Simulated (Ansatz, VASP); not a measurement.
## F: VASP beside Ansatz

```
CELL_PARAMETERS angstrom
10.00000 0.00000 0.00000
0.00000 10.50000 0.00000
0.00000 0.00000 11.00000
ATOMIC_POSITIONS crystal
F 0.50000 0.50000 0.43717
F 0.50000 0.50000 0.56283
```

Alike in both runs: functional LDA; k mesh 1 × 1 × 1; occupations gaussian, width 0.01 eV; no spin polarisation.

Ansatz relaxed the structure, and its values are those at the end. VASP's run is a single point on that final structure, the one shown.

|  | VASP | Ansatz |
| --- | --- | --- |
| version | VASP 6.6.1 | Ansatz 0.2.0 |
| potentials or method | VASP PAW LDA potentials, release 64 (F), cutoff 520 eV | scalar-relativistic, plane waves, PAW |
| valence electrons in the cell | 14 | 14 |

```csv
,VASP,Ansatz,Ansatz less VASP
gap on the k mesh at the Fermi level (eV),3.73,3.79,+0.068
rms of the force components (eV/Å),0.393,0.000,-0.3924
```

Ansatz warns that its potentials were made for another functional, while VASP's fit it. LDA's correlation is that of Perdew and Zunger in VASP and of Perdew and Wang (1992) in Ansatz. One of these differences is far larger than is usual between the two programs; its cause wasn't traced. Ansatz's warnings: stress scf threshold loose, xc potential rough in thin density.
